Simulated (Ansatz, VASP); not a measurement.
One calculation of K, two programs

File INCAR:

```
PREC = Accurate
ENCUT = 600
EDIFF = 1E-6
ISMEAR = 0
SIGMA = 0.1
LREAL = False
LASPH = True
NELM = 80
ALGO = Normal
ISIF = 3
LWAVE = False
LCHARG = False
GGA = PE
IBRION = 2
NSW = 100
EDIFFG = -0.005
```

Contents of KPOINTS:

```
regular mesh
0
Gamma
  12 12 12
```

File POSCAR:

```
K
1.0
   -2.6975585200      2.6975585200      2.6975585200
    2.6975585200     -2.6975585200      2.6975585200
    2.6975585200      2.6975585200     -2.6975585200
K
1
Direct
    0.0000000000      0.0000000000      0.0000000000
```

Input for Ansatz:

```yaml
crystal:
  lattice:
    - [-2.69755852, 2.69755852, 2.69755852]
    - [2.69755852, -2.69755852, 2.69755852]
    - [2.69755852, 2.69755852, -2.69755852]
  atoms:
    - { symbol: K, position: [0.0, 0.0, 0.0] }
basis:
  ecutwfc: 420
kpoints:
  mp_grid: { grid: [12, 12, 12] }
hamiltonian:
  xc: pbe
scf:
  occupations: { method: gaussian, width: 0.1 }
output:
  forces: true
  stress: true
  eigenvalues: true
  write_density: true
  write_potential: true
  elf: true
  volumetric_format: npy
relax:
  adjacent_minimum: "off"
  f_tol: 0.005
  max_steps: 80
  cell: { stress_tol: 0.05 }
```

Alike in both runs: task relaxation of cell and atoms; functional PBE; k mesh 12 × 12 × 12; occupations gaussian, width 0.1 eV; no spin polarisation.

|  | VASP | Ansatz |
| --- | --- | --- |
| version | VASP 6.6.1 | Ansatz 0.2.0 |
| potentials or method | VASP PAW PBE potentials, release 64 (K_sv), cutoff 600 eV | scalar-relativistic, plane waves, PAW |
| valence electrons in the cell | 9 | 9 |

```tsv
	VASP	Ansatz	Ansatz less VASP
gap on the k mesh at the Fermi level, each at its own relaxed structure (eV)	none	none	-
relaxed volume (Å³/atom)	73.71	73.38	-0.329
relaxed length of the cell vector where the two differ most in proportion (Å)	4.575	4.568	-0.0068
```

A gap of «none» marks a metal or a gap that the smearing closes.
